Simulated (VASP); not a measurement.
GaN:

```
CELL_PARAMETERS angstrom
3.20106 0.00000 0.00000
-1.60053 2.77220 0.00000
0.00000 0.00000 5.20021
ATOMIC_POSITIONS crystal
Ga 0.66667 0.33333 0.50000
Ga 0.33333 0.66667 0.00000
N 0.66667 0.33333 0.87500
N 0.33333 0.66667 0.37500
```

Base run:

* Program: VASP 6.6.1
* Functional: revPBE
* Dispersion: D4
* Potentials or basis: VASP PAW PBE potentials, release 64 (Ga_d, N)
* Cutoff: 520 eV
* k mesh: 10 × 10 × 5
* Occupations: fermi-dirac, width 0.05 eV
* Spin: no spin polarisation

Its results: band gap on the k mesh 1.88 eV, direct; pressure -5.0 GPa; largest force 0.120 eV/Å.

Problem. The run is repeated on the same cell with these changes: dispersion from D4 to none. What comes out?

Solution. Band gap on the k mesh 1.88 eV, direct; pressure 6.2 GPa; largest force 0.132 eV/Å.

Dispersion adds attraction, which lowers the pressure at fixed volume and, as a term added to the energy, leaves the levels alone.

Caveats: the PAW data sets were made with another functional, which shifts forces and pressure a little.

